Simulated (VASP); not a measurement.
SrO (rock salt type): single point with PBE

The system is SrO (rock salt type).

```
Sr O
1.0
     0.00000    2.60000    2.60000
     2.60000    0.00000    2.60000
     2.60000    2.60000    0.00000
Sr O
1 1
Direct
  0.99615 0.00385 0.00385
  0.50000 0.50000 0.50000
```

```
Program                : VASP 6.6.1
Task                   : single point
Functional             : PBE
Potentials or basis    : VASP PAW PBE potentials, release 64 (Sr_sv, O)
Cutoff                 : 520 eV
k mesh                 : 8 × 8 × 8
Occupations            : fermi-dirac, width 0.1 eV
Spin                   : no spin polarisation
Dipole correction      : no
Further INCAR settings : ALGO = Normal; EDIFF = 1e-06; NBANDS = 15
```

| Property | Result |
| --- | --- |
| Pressure | 0.3 GPa |
| Largest force | 0.038 eV/Å |
| Band gap on the k mesh | 3.28 eV (least direct gap 3.39 eV) |

Forces in eV/Å, atoms in the order of the input:
```
Sr  -0.038  0.000  0.000
O    0.038  0.000  0.000
```

Levels at points of the mesh, in eV from the valence-band top:
```csv
k point,band 5,band 6,band 7,band 8,band 9,band 10,band 11,band 12
"(0.00, 0.00, 0.00)",-14.18,0.00,0.00,0.00,3.75,6.14,6.14,6.14
"(0.50, 0.00, 0.00)",-13.00,-2.11,-1.07,-1.07,6.41,8.18,8.65,8.66
"(0.50, 0.50, 0.00)",-14.50,-0.49,-0.11,-0.11,3.29,7.55,9.95,10.08
"(0.00, 0.50, 0.50)",-14.51,-0.49,-0.11,-0.11,3.28,7.55,9.95,10.08
```

Run time: 16 s on 1 thread of Intel(R) Xeon(R) Platinum 8559C (Emerald Rapids) (shared host), peak memory 0.18 GiB.

A k mesh can miss the band edges.
